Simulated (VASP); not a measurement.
# CO2 (I-42d) in VASP: a series of runs

CO2 is run at these levels: LDA; tasks: single point.

Program: VASP 6.6.1. These are calculated values, not measurements. Logs are shortened: lines on timing, memory, paths and dates and some standing lists are left out, and cuts for length are marked.

## Step 1: The cell of the first run

The structure is tetragonal, space group I-42d (No. 122). The conventional cell has a = 4.490 Å, b = 4.490 Å, c = 6.640 Å, α = 90.00°, β = 90.00°, γ = 90.00°. C (site symmetry -4) has 4 O at 1.46 Å within 2.0 Å. Within 2.0 Å of O (site symmetry 2) lie 2 C at 1.46 Å.

## Step 2: Single point, LDA

Input file INCAR:

```
SYSTEM = CO2
  PREC = Accurate
  ENCUT = 520
  EDIFF = 1E-6
  ISMEAR = 0
  SIGMA = 0.1
  LREAL = .False.
  LASPH = .True.
  NELM = 100
  ALGO = Normal
  ISIF = 2
  LWAVE = .False.
  LCHARG = .False.
  NBANDS = 25
```

Input file KPOINTS:

```
regular mesh
0
Gamma
  6 6 6
  0 0 0
```

Input file POSCAR:

```
CO2
1.0
   -2.2449486217      2.2449486217      3.3198145870
    2.2449486217     -2.2449486217      3.3198145870
    2.2449486217      2.2449486217     -3.3198145870
C O
2 4
Direct
    0.0000000000      0.0000000000      0.0000000000
    0.7500000000      0.2500000000      0.5000000000
    0.3750000000      0.2235465642      0.3485465642
    0.9735465642      0.6250000000      0.8485465642
    0.7764534358      0.1250000000      0.1514534358
    0.8750000000      0.0264534358      0.6514534358
```

Potentials or basis: VASP PAW LDA potentials, release 64 (C, O).

Run with:

```bash
cat potpaw_LDA.64/C/POTCAR potpaw_LDA.64/O/POTCAR > POTCAR
mpirun -np 1 vasp_std > vasp.out
```

OUTCAR:

```text
SYSTEM = CO2
   PREC = Accurate
   ENCUT = 520
   EDIFF = 1E-6
   ISMEAR = 0
   LREAL = .False.
   LASPH = .True.
   NELM = 100
   ISIF = 2

 ion  position               nearest neighbor table
   1  0.000  0.000  0.000-   3 1.46   4 1.46   5 1.46   6 1.46
   2  0.750  0.250  0.500-   3 1.46   4 1.46   5 1.46   6 1.46
   3  0.375  0.224  0.349-   1 1.46   2 1.46
   4  0.974  0.625  0.849-   1 1.46   2 1.46
   5  0.776  0.125  0.151-   1 1.46   2 1.46
   6  0.875  0.026  0.651-   1 1.46   2 1.46

  LATTYP: Found a body centered tetragonal cell.
 ALAT       =     4.4898972434
 C/A-ratio  =     1.4787931247

  Lattice vectors:

 A1 = (  -2.2449486217,   2.2449486217,   3.3198145870)
 A2 = (   2.2449486217,  -2.2449486217,   3.3198145870)
 A3 = (   2.2449486217,   2.2449486217,  -3.3198145870)

Analysis of symmetry for initial positions (statically):
=====================================================================
 Subroutine PRICEL returns:
 Original cell was already a primitive cell.

 Routine SETGRP: Setting up the symmetry group for a
 body centered tetragonal supercell.

 Subroutine GETGRP returns: Found  8 space group operations
 (whereof  4 operations were pure point group operations)
 out of a pool of 16 trial point group operations.

The static configuration has the point symmetry S_4 .
 The point group associated with its full space group is D_2d.

Analysis of symmetry for dynamics (positions and initial velocities):
=====================================================================
 Subroutine PRICEL returns:
 Original cell was already a primitive cell.

 Routine SETGRP: Setting up the symmetry group for a
 body centered tetragonal supercell.

 Subroutine GETGRP returns: Found  8 space group operations
 (whereof  4 operations were pure point group operations)
 out of a pool of 16 trial point group operations.

The dynamic configuration has the point symmetry S_4 .
 The point group associated with its full space group is D_2d.

 Subroutine INISYM returns: Found  8 space group operations
 (whereof  4 operations are pure point group operations),
 and found     1 'primitive' translations

----------------------------------------------------------------------------------------

                                     Primitive cell

  volume of cell :      66.9247

  direct lattice vectors                    reciprocal lattice vectors
    -2.244948622  2.244948622  3.319814587     0.000000000  0.222722246  0.150610821
     2.244948622 -2.244948622  3.319814587     0.222722246  0.000000000  0.150610821
     2.244948622  2.244948622 -3.319814587     0.222722246  0.222722246  0.000000000

  length of vectors
     4.593556087  4.593556087  4.593556087     0.268865800  0.268865800  0.314976821

  position of ions in fractional coordinates (direct lattice)
     0.000000000  0.000000000  0.000000000
     0.750000000  0.250000000  0.500000000
     0.375000000  0.223546564  0.348546564
     0.973546564  0.625000000  0.848546564
     0.776453436  0.125000000  0.151453436
     0.875000000  0.026453436  0.651453436

  ion indices of the primitive-cell ions
   primitive index   ion index
                 1           1
                 2           2
                 3           3
                 4           4
                 5           5
                 6           6

----------------------------------------------------------------------------------------

 KPOINTS: regular mesh

Automatic generation of k-mesh.
 Grid dimensions read from file:
 generate k-points for:    6    6    6

 Generating k-lattice:

  Cartesian coordinates                     Fractional coordinates (reciprocal lattice)
     0.000000000  0.037120374  0.025101803     0.166666667  0.000000000 -0.000000000
     0.037120374  0.000000000  0.025101803     0.000000000  0.166666667 -0.000000000
     0.037120374  0.037120374  0.000000000     0.000000000  0.000000000  0.166666667

  Length of vectors
     0.044810967  0.044810967  0.052496137

  Shift w.r.t. Gamma in fractional coordinates (k-lattice)
     0.000000000  0.000000000  0.000000000

 Subroutine IBZKPT returns following result:
 ===========================================

 Found     30 irreducible k-points:

 Following reciprocal coordinates:
            Coordinates               Weight
  0.000000  0.000000  0.000000      1.000000
  0.166667  0.000000 -0.000000      8.000000
  0.333333  0.000000 -0.000000      8.000000
  0.500000  0.000000 -0.000000      4.000000
  0.166667  0.166667 -0.000000      8.000000
  0.333333  0.166667  0.000000     16.000000
[... 16 lines left out ...]
 -0.333333 -0.333333  0.166667      8.000000
 -0.166667 -0.333333  0.166667      8.000000
 [... further k-points ...]
   k-points           NKPTS =     30   k-points in BZ     NKDIM =     30   number of bands    NBANDS=     25
   number of dos      NEDOS =    301   number of ions     NIONS =      6
   total plane-waves  NPLWV =  46656
   dimension x,y,z NGX =    36 NGY =   36 NGZ =   36
   dimension x,y,z NGXF=    72 NGYF=   72 NGZF=   72
   ions per type =               2   4
   NGX,Y,Z   is equivalent  to a cutoff of  13.03, 13.03, 13.03 a.u.
   NGXF,Y,Z  is equivalent  to a cutoff of  26.06, 26.06, 26.06 a.u.
 SYSTEM =  CO2
   PREC   = accura    normal or accurate (medium, high low for compatibility)
   ISTART =      0    job   : 0-new  1-cont  2-samecut
   ICHARG =      2    charge: 1-file 2-atom 10-const
   ISPIN  =      1    spin polarized calculation?
   LNONCOLLINEAR =      F non collinear calculations
   LSORBIT =      F    spin-orbit coupling
   LASPH  =      T    aspherical Exc in radial PAW
   ENCUT  =  520.0 eV  38.22 Ry    6.18 a.u.   8.54  8.54  8.54*2*pi/ulx,y,z
   NELM   =    100;   NELMIN=  2; NELMDL= -5     # of ELM steps
   EDIFF  = 0.1E-05   stopping-criterion for ELM
   LREAL  =      F    real-space projection
   EDIFFG = 0.1E-04   stopping-criterion for IOM
   NSW    =      0    number of steps for IOM
   IBRION =     -1    ionic relax: 0-MD 1-quasi-New 2-CG
   NFREE  =      0    steps in history (QN), initial steepest desc. (CG)
   ISIF   =      2    stress and relaxation
   ISYM   =      2    0-nonsym 1-usesym 2-fastsym
   POTIM  = 0.5000    time-step for ionic-motion
   TEBEG  =    0.0;   TEEND  =   0.0 temperature during run
   PSTRESS=    0.0 pullay stress
   NELECT =      32.0000    total number of electrons
   NUPDOWN=      -1.0000    fix difference up-down
   EMIN   =  10.00;   EMAX   =-10.00  energy-range for DOS
   EFERMI =   0.00;   METHOD = LEGACY
   ISMEAR =     0;   SIGMA  =   0.10  broadening in eV -4-tet -1-fermi 0-gaus
   EFERMI_NEDOS =   21; number of points for ismear=-14 and -15
   IALGO  =     38    algorithm
   IMIX   =      4    mixing-type and parameters
     AMIX     =   0.40;   BMIX     =  1.00
     AMIX_MAG =   1.60;   BMIX_MAG =  1.00
  volume/ion in A,a.u.               =      11.15        75.27
  Fermi-wavevector in a.u.,A,eV,Ry     =   1.280155  2.419142 22.297190  1.638797
  Thomas-Fermi vector in A             =   2.412599
   LORBIT       =      0    0 simple, 1 ext, 2 COOP (PROOUT), +10 PAW based schemes
   GGA     = CA    functional components
   LHFCALC =     F    Hartree Fock is set to
   AEXX    =    0.0000 exact exchange contribution
   IVDW    =     0    specifies the selected vdW correction
   LEPSILON=     F    determine dielectric tensor
   LRPA    =     F    only Hartree local field effects (RPA)
 non-spin polarized calculation
 Gauss-broadening in eV      SIGMA  =   0.10
  energy-cutoff  :      520.00
  volume of cell :       66.92
 maximum number of plane-waves:      1833
 NGX is ok and might be reduce to    36
   NGX = 17   NGY = 17   NGZ = 17

 number of electron      31.9999998 magnetization

 Free energy of the ion-electron system (eV)
  ---------------------------------------------------
  ext. energy  EPLUGINS =         0.00000000
  ---------------------------------------------------
  free energy    TOTEN  =       -46.13940255 eV

  energy without entropy =      -46.13940255  energy(sigma->0) =      -46.13940255

 E-fermi :  -0.4990     XC(G=0):  -9.6273

 val. band max:       -1.0074276352   @ k =   0.5000   0.5000   0.5000
 cond. band min:       4.1573624581   @ k =  -0.1667   0.1667   0.1667
 fundamental gap:      5.1647900933
 Fermi energy:        -0.4989840073

 k-point     1 :       0.0000    0.0000    0.0000
  band No.  band energies     occupation
      1     -23.0302      2.00000
      2     -18.8985      2.00000
      3     -18.8985      2.00000
      4     -18.7910      2.00000
      5     -15.7219      2.00000
      6      -9.9156      2.00000
[... 17 lines left out ...]
     24      12.2587      0.00000
     25      12.3815      0.00000

 k-point     2 :       0.1667    0.0000   -0.0000
  band No.  band energies     occupation
      1     -22.9062      2.00000
      2     -19.3539      2.00000
      3     -18.9137      2.00000
      4     -18.8371      2.00000
      5     -15.1623      2.00000
      6      -9.9809      2.00000
[... 17 lines left out ...]
     24      11.8924      0.00000
     25      12.3843      0.00000

 k-point     3 :       0.3333    0.0000   -0.0000
  band No.  band energies     occupation
      1     -22.5869      2.00000
      2     -20.1870      2.00000
      3     -18.9395      2.00000
      4     -18.8698      2.00000
      5     -14.1852      2.00000
      6     -10.2283      2.00000
[... 17 lines left out ...]
     24      11.1352      0.00000
     25      12.3175      0.00000

 k-point     4 :       0.5000    0.0000   -0.0000
  band No.  band energies     occupation
      1     -22.3536      2.00000
      2     -20.6233      2.00000
      3     -18.9499      2.00000
      4     -18.8873      2.00000
      5     -13.6946      2.00000
      6     -10.4077      2.00000
[... 17 lines left out ...]
     24      10.9165      0.00000
     25      12.2693      0.00000

 k-point     5 :       0.1667    0.1667   -0.0000
  band No.  band energies     occupation
      1     -22.7095      2.00000
      2     -19.8946      2.00000
      3     -18.9468      2.00000
      4     -18.8724      2.00000
      5     -14.4775      2.00000
      6     -10.2032      2.00000
[... 17 lines left out ...]
     24      11.8272      0.00000
     25      12.0445      0.00000

 k-point     6 :       0.3333    0.1667    0.0000
  band No.  band energies     occupation
      1     -22.3606      2.00000
      2     -20.5932      2.00000
      3     -18.9739      2.00000
      4     -18.9004      2.00000
      5     -13.6214      2.00000
      6     -10.6294      2.00000
[... 17 lines left out ...]
     24      10.9834      0.00000
     25      11.9601      0.00000
[... 393 lines left out ...]
 k-point    21 :      -0.3333    0.5000    0.1667
  band No.  band energies     occupation
      1     -21.9866      2.00000
      2     -21.1248      2.00000
      3     -18.9970      2.00000
      4     -18.9574      2.00000
      5     -12.7870      2.00000
      6     -11.2608      2.00000
[... 17 lines left out ...]
     24      10.9452      0.00000
     25      11.4732      0.00000

 k-point    22 :      -0.1667    0.5000    0.1667
  band No.  band energies     occupation
      1     -22.2617      2.00000
      2     -20.7517      2.00000
      3     -18.9696      2.00000
      4     -18.9340      2.00000
      5     -13.3840      2.00000
      6     -10.6500      2.00000
[... 17 lines left out ...]
     24      10.9442      0.00000
     25      11.9837      0.00000

 k-point    23 :      -0.3333   -0.3333    0.1667
  band No.  band energies     occupation
      1     -22.2689      2.00000
      2     -20.7276      2.00000
      3     -18.9904      2.00000
      4     -18.9497      2.00000
      5     -13.2907      2.00000
      6     -10.7617      2.00000
[... 17 lines left out ...]
     24      11.2315      0.00000
     25      11.2801      0.00000

 k-point    24 :      -0.1667   -0.3333    0.1667
  band No.  band energies     occupation
      1     -22.5920      2.00000
      2     -20.1468      2.00000
      3     -18.9517      2.00000
      4     -18.9316      2.00000
      5     -14.0830      2.00000
      6     -10.2065      2.00000
[... 17 lines left out ...]
     24      11.2860      0.00000
     25      11.9743      0.00000

 [... further k-points ...]
[... 5 lines left out ...]
  --------------------------------------------------------------------------------------
  -------------------------------------------------------------------------------------
  Total      -12.7665436    -12.7665436    -16.0451918      0.0000000      0.0000000      0.0000000
  in kB     -305.6309169   -305.6309169   -384.1217191      0.0000000      0.0000000      0.0000000
  external PRESSURE =    -331.7945176 kB  Pullay stress =       0.0000000 kB

 VOLUME and BASIS-vectors are now :
 -----------------------------------------------------------------------------
  energy-cutoff  :      520.00
  volume of cell :       66.92
      direct lattice vectors                 reciprocal lattice vectors
    -2.244948622  2.244948622  3.319814587     0.000000000  0.222722246  0.150610821
     2.244948622 -2.244948622  3.319814587     0.222722246  0.000000000  0.150610821
     2.244948622  2.244948622 -3.319814587     0.222722246  0.222722246  0.000000000

 POSITION                                       TOTAL-FORCE (eV/Angst)
 -----------------------------------------------------------------------------------
      0.00000      0.00000      0.00000         0.000000     -0.000000      0.000000
      0.00000      2.24495      1.65991         0.000000     -0.000000     -0.000000
      0.44246      1.12247      0.82995         0.028404     -0.000000     -0.000000
      1.12247      2.68741      2.48986         0.000000      0.028404     -0.000000
     -1.12247      1.80248      2.48986         0.000000     -0.028404      0.000000
     -0.44246      3.36742      0.82995        -0.028404     -0.000000      0.000000
 -----------------------------------------------------------------------------------
    total drift:                               -0.000003     -0.000003     -0.000002

  FREE ENERGIE OF THE ION-ELECTRON SYSTEM (eV)
  ---------------------------------------------------
  free  energy   TOTEN  =       -46.1394025511 eV

  energy  without entropy=      -46.1394025511  energy(sigma->0) =      -46.13940255
```

Wall time 27 s (1 thread of Intel Xeon Platinum 8488C (Sapphire Rapids), shared host); peak memory 0.18 GiB.

What came out:

| Item | Value |
| --- | --- |
| Free energy | -46.1394 eV |
| Pressure | -33.2 GPa |
| Largest force | 0.028 eV/Å |
| Band gap on the k mesh | 5.16 eV, indirect (least direct gap 5.27 eV) |

Forces in eV/Å, atoms in the order of the input:
```
C    0.000  0.000  0.000
C    0.000  0.000  0.000
O    0.028  0.000  0.000
O    0.000  0.028  0.000
O    0.000 -0.028  0.000
O   -0.028  0.000  0.000
```

Levels at points of the mesh, in eV from the valence-band top:
```tsv
k point	band 12	band 13	band 14	band 15	band 16	band 17	band 18	band 19	band 20	band 21
(0.00, 0.00, 0.00)	-1.26	-1.26	-1.14	-0.16	-0.16	5.17	6.01	6.01	6.03	8.04
(0.50, 0.00, 0.00)	-1.78	-1.68	-0.92	-0.24	-0.21	5.39	6.10	7.42	8.03	10.60
(0.50, 0.50, 0.00)	-2.55	-0.88	-0.88	-0.25	-0.25	5.79	5.79	7.99	7.99	10.88
(0.50, 0.50, 0.50)	-2.74	-1.99	-1.99	0.00	0.00	6.89	6.89	7.68	7.68	10.75
```

A k mesh can miss the band edges.

(Continued in part 2 of 2.)
